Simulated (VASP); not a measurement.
La:

```
La
1.0
    -2.08048    2.08048    2.08048
     2.08048   -2.08048    2.08048
     2.08048    2.08048   -2.08048
La
1
Direct
  0.00000 0.00000 0.00000
```

Base run:

```yaml
Program: VASP 6.6.1
Functional: PBEsol
Potentials_or_basis: VASP PAW PBE potentials, release 64 (La)
Cutoff: 520 eV
k_mesh: 9 × 9 × 9
Occupations: fermi-dirac, width 0.05 eV
Spin: no spin polarisation
```

Its results: pressure -1.1 GPa.

**Question.** The run is repeated on the same cell with these changes: functional from PBEsol to r2SCAN. What comes out?

**Answer.** Pressure 1.5 GPa.

Caveats: the PAW data sets were made with another functional, which shifts forces and pressure a little.
